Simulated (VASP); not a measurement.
Write the native input for VASP 6.6.1 that does the following.

* Task: single point
* Functional: PBE
* Potentials or basis: VASP PAW PBE potentials, release 64 (Sb, Sn_d, Fe)
* Cutoff: 520 eV
* k mesh: 7 × 7 × 5
* Occupations: fermi-dirac, width 0.05 eV
* Spin: collinear spin, ferromagnetic start
* Starting moments: [0.0, 0.0, 3.0, 3.0, 3.0] μB
* Dipole correction: no
* Further INCAR settings: ALGO = Normal; EDIFF = 1e-06; NBANDS = 34

The structure of Fe3SnSb lies in POSCAR:

```
Fe3SnSb
1.0
    4.2103062160      0.0000000000      0.0000000000
   -2.1051531080      3.6462321408      0.0000000000
    0.0000000000      0.0000000000      5.3996451298
Sb Sn Fe
1 1 3
Direct
    0.3333333333      0.6666666667      0.8204750000
    0.0000000000      0.0000000000      0.1786800000
    0.6666666667      0.3333333333      0.4975580000
    0.3333333333      0.6666666667      0.3418710000
    0.0000000000      0.0000000000      0.6614150000
```

One way to write it, as run:

INCAR

```
SYSTEM = Fe3SnSb
  PREC = Accurate
  ENCUT = 520
  EDIFF = 1E-6
  ISMEAR = -1
  SIGMA = 0.05
  LREAL = .FALSE.
  LASPH = .TRUE.
  NELM = 150
  ALGO = Normal
  ISIF = 2
  LWAVE = .FALSE.
  LCHARG = .FALSE.
  ISPIN = 2
  MAGMOM = 0 0 3 3 3
  LORBIT = 11
  LMAXMIX = 4
  GGA = PE
  NBANDS = 34
```

KPOINTS

```
Automatic mesh
0
G
  7 7 5
  0 0 0
```

Potentials or basis: VASP PAW PBE potentials, release 64 (Sb, Sn_d, Fe).

The run is started by

```console
$ cat potpaw_PBE.64/Sb/POTCAR potpaw_PBE.64/Sn_d/POTCAR potpaw_PBE.64/Fe/POTCAR > POTCAR
$ mpirun -np 1 vasp_std > vasp.out
```

It gave:

- Pressure: 0.6 GPa
- Largest force: 0.017 eV/Å
- Net moment: 5.84 μB per cell
- Site moments: Sb -0.04; Sn -0.09; Fe +2.67, +1.78, +1.56 μB
- Valence electrons inside the program's atomic spheres: Sb 2.47; Sn 12.44; Fe 6.98, 7.26, 7.28

Caveat: only a ferromagnetic start was run, and an antiferromagnetic order may lie lower in energy.

Wall time 7.2 min on 1 thread of Oxide Virtual Turin-like Processor, with other jobs on the host, peak memory 0.28 GiB.
